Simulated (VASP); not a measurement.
Crystal: BN (Qingsongite).

```xyz
2
Lattice="0.0000 1.8393 1.8393 1.8393 0.0000 1.8393 1.8393 1.8393 0.0000" Properties=species:S:1:pos:R:3 pbc="T T T"
B     0.0000    0.0000    0.0000
N     0.9196    0.9196    0.9196
```

This cell differs from its parent crystal: strain +1.9%.

Program: VASP 6.6.1. Alike in all runs: task single point; potentials or basis VASP PAW PBE potentials, release 64 (B, N); no spin polarisation; cell as given; cutoff (eV) 520.

Question: Order these runs on this cell by their band gap on the k mesh, lowest first.
A. level r2SCAN; k mesh 12 × 12 × 12; smearing gaussian 0.01 eV
B. level PBE; k mesh 12 × 12 × 12; smearing fermi-dirac 0.02 eV
C. level HSE06; k mesh 8 × 8 × 8; smearing gaussian 0.01 eV; grid for exact exchange (PRECFOCK) Normal; screening parameter 0.2079 1/Å

Answer: B (4.40 eV), A (4.91 eV), C (5.70 eV).

A k mesh can miss the band edges.
